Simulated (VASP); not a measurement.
Set up this calculation in VASP 6.6.1, as the native input.

```yaml
Task: single point
Functional: PBE
Dispersion: D3(BJ)
Potentials_or_basis: VASP PAW PBE potentials, release 64 (Ti_sv, N)
Cutoff: 520 eV
k_mesh: 3 × 3 × 1
Occupations: gaussian, width 0.1 eV
Spin: no spin polarisation
Dipole_correction: yes
Further_INCAR_settings: LREAL = Auto; ALGO = Normal; EDIFF = 1e-06; NBANDS = 120
```

The structure of TiN lies in POSCAR:

```
TiN
1.0
    5.9476498272      0.0000000000      0.0000000000
    0.0000000000      5.9476498272      0.0000000000
    0.0000000000      0.0000000000     20.2056235249
Ti N
12 12
Direct
    0.2500000000      0.2500000000      0.3959293803
    0.2500000000      0.7500000000      0.3959293803
    0.7500000000      0.2500000000      0.3959293803
    0.7500000000      0.7500000000      0.3959293803
    0.5000000000      0.5000000000      0.4979627610
    0.5000000000      0.0000000000      0.4979627610
    0.0000000000      0.5000000000      0.4979627610
    0.0000000000      0.0000000000      0.4979627610
    0.7500000000      0.7500000000      0.5960735978
    0.7500000000      0.2500000000      0.5960735978
    0.2500000000      0.7500000000      0.5960735978
    0.2500000000      0.2500000000      0.5960735978
    0.5000000000      0.5000000000      0.3959293803
    0.5000000000      0.0000000000      0.3959293803
    0.0000000000      0.5000000000      0.3959293803
    0.0000000000      0.0000000000      0.3959293803
    0.7500000000      0.7500000000      0.4967295176
    0.7500000000      0.2500000000      0.4967295176
    0.2500000000      0.7500000000      0.4967295176
    0.2500000000      0.2500000000      0.4967295176
    0.0000000000      0.0000000000      0.6055270350
    0.0000000000      0.5000000000      0.6055270350
    0.5000000000      0.0000000000      0.6055270350
    0.5000000000      0.5000000000      0.6055270350
```

One way to write it, as run:

INCAR

```
SYSTEM = TiN
PREC     = Accurate       ! precision mode
ENCUT    = 520            ! plane-wave cutoff, eV
EDIFF    = 1E-6           ! SCF threshold, eV
ISMEAR   = 0              ! smearing method
SIGMA    = 0.1            ! smearing width, eV
LREAL    = Auto         
LASPH    = .TRUE.         ! aspherical terms in the spheres
NELM     = 80             ! most SCF steps
ALGO     = Normal         ! electronic algorithm
ISIF     = 2              ! what is computed and relaxed
LWAVE    = .FALSE.        ! write WAVECAR
LCHARG   = .TRUE.         ! write CHGCAR
LDIPOL   = .TRUE.       
IDIPOL   = 3            
DIPOL    = 0.5 0.5 0.498
GGA      = PE             ! functional
IVDW     = 12             ! dispersion correction
LELF     = .TRUE.         ! ELF
LVHAR    = .TRUE.       
LVACPOTAV= .TRUE.       
NBANDS   = 120            ! bands
```

KPOINTS

```
regular mesh
0
G
  3 3 1
  0 0 0
```

Potentials or basis: VASP PAW PBE potentials, release 64 (Ti_sv, N).

Command:

```console
$ cat potpaw_PBE.64/Ti_sv/POTCAR potpaw_PBE.64/N/POTCAR > POTCAR
$ mpirun -np 1 vasp_std > vasp.out
```

Results of the run:

The largest force is 1.759 eV/Å and the band gap on the k mesh is 0.03 eV. The dispersion energy per atom is -0.319 eV.

Wall time 6.4 min on 1 thread of Intel(R) Xeon(R) 6975P-C (Granite Rapids) (shared host), peak memory 0.76 GiB.
